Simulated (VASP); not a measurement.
BaTiO3, 5 atoms in the cell. It takes space group P4mm (No. 99, tetragonal). The conventional cell has a = 4.000 Å, b = 4.000 Å, c = 4.018 Å, α = 90.00°, β = 90.00°, γ = 90.00°. Ba (site symmetry 4mm) has 12 O at 2.79 to 2.88 Å and 8 Ti at 3.43 to 3.51 Å within 3.7 Å. Within 2.5 Å of Ti (site symmetry 4mm) lie 6 O at 1.87 to 2.15 Å. O (site symmetry 4mm) has 2 Ti at 1.87 to 2.15 Å within 2.5 Å. O (site symmetry 2mm) has 2 Ti at 2.00 Å and 4 Ba at 2.79 to 2.88 Å and 8 O at 2.83 to 2.84 Å within 2.9 Å. 

| Item | Value |
| --- | --- |
| Program | VASP 6.6.1 |
| Task | electric field gradients |
| Functional | PBE |
| Potentials or basis | VASP PAW PBE potentials, release 64 (Ba_sv, Ti_sv, O_h) |
| Cutoff | 1000 eV |
| k mesh | 8 × 8 × 8 |
| Occupations | fermi-dirac, width 0.02 eV |
| Spin | no spin polarisation |
| Dipole correction | no |
| Further INCAR settings | ALGO = Normal; EDIFF = 1e-08; NBANDS = 28 |

Potentials or basis: VASP PAW PBE potentials, release 64 (Ba_sv, Ti_sv, O_h).

Run with:

```console
$ cat potpaw_PBE.64/Ba_sv/POTCAR potpaw_PBE.64/Ti_sv/POTCAR potpaw_PBE.64/O_h/POTCAR > POTCAR
$ mpirun -np 1 vasp_std > vasp.out
```

Hardware: 1 thread of AMD EPYC 7R43 64-Core Processor (Zen 3), with other jobs on the host.

Problem. How long does it take, and how much memory?

Solution. It took 10 min on 1 thread of AMD EPYC 7R43 64-Core Processor (Zen 3), with other jobs on the host, peak memory 0.47 GiB. Counts: scf iterations 21, k points 75.
